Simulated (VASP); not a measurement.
A run of VASP 6.6.1 is set up as follows.

Contents of INCAR:

```
SYSTEM = Be2Si
ALGO = Normal ; EDIFF = 1E-6
ENCUT = 520 ; GGA = PE
ISIF = 2 ; ISMEAR = -1
LASPH = .TRUE. ; LCHARG = .FALSE.
LREAL = .FALSE. ; LWAVE = .FALSE.
NBANDS = 11 ; NELM = 60
PREC = Accurate ; SIGMA = 0.05
```

The input KPOINTS:

```
k-points
0
G
  9 9 9
  0 0 0
```

File POSCAR:

```
Be2Si
1.0
    0.0000000000      2.6400000000      2.6400000000
    2.6400000000      0.0000000000      2.6400000000
    2.6400000000      2.6400000000      0.0000000000
Si Be
1 2
Direct
    0.0000000000      0.0000000000      0.0000000000
    0.2500000000      0.2500000000      0.2500000000
    0.7500000000      0.7500000000      0.7500000000
```

Potentials or basis: VASP PAW PBE potentials, release 64 (Si, Be).

Command:

```bash
$ cat potpaw_PBE.64/Si/POTCAR potpaw_PBE.64/Be/POTCAR > POTCAR
$ mpirun -np 1 vasp_std > vasp.out
```

**Question.** Predict the band gap on the k mesh.

**Answer.** Zero (bands 4 and 5 overlap by 0.61 eV).

**Question.** Predict the pressure.

**Answer.** 0.2 GPa.
